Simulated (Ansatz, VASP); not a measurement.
Zr in VASP and in Ansatz

```
Zr
1.0
     3.23203    0.00000    0.00000
    -1.61601    2.79902    0.00000
     0.00000    0.00000    5.17009
Zr
2
Direct
  0.33333 0.66667 0.25000
  0.66667 0.33333 0.75000
```

Alike in both runs: task relaxation of cell and atoms; functional PBE; k mesh 15 × 15 × 8; occupations fermi-dirac, width 0.15 eV; no spin polarisation.

|  | VASP | Ansatz |
| --- | --- | --- |
| version | VASP 6.6.1 | Ansatz 0.2.0 |
| potentials or method | VASP PAW PBE potentials, release 64 (Zr_sv), cutoff 600 eV | scalar-relativistic, plane waves, PAW |
| valence electrons in the cell | 24 | 24 |

```tsv
	VASP	Ansatz	Ansatz less VASP
gap on the k mesh at the Fermi level, each at its own relaxed structure (eV)	none	none	-
relaxed volume (Å³/atom)	23.44	23.43	-0.005
relaxed cell length with the largest relative difference (Å)	5.193	5.192	-0.0004
```

A gap of «none» marks a metal or a gap that the smearing closes.
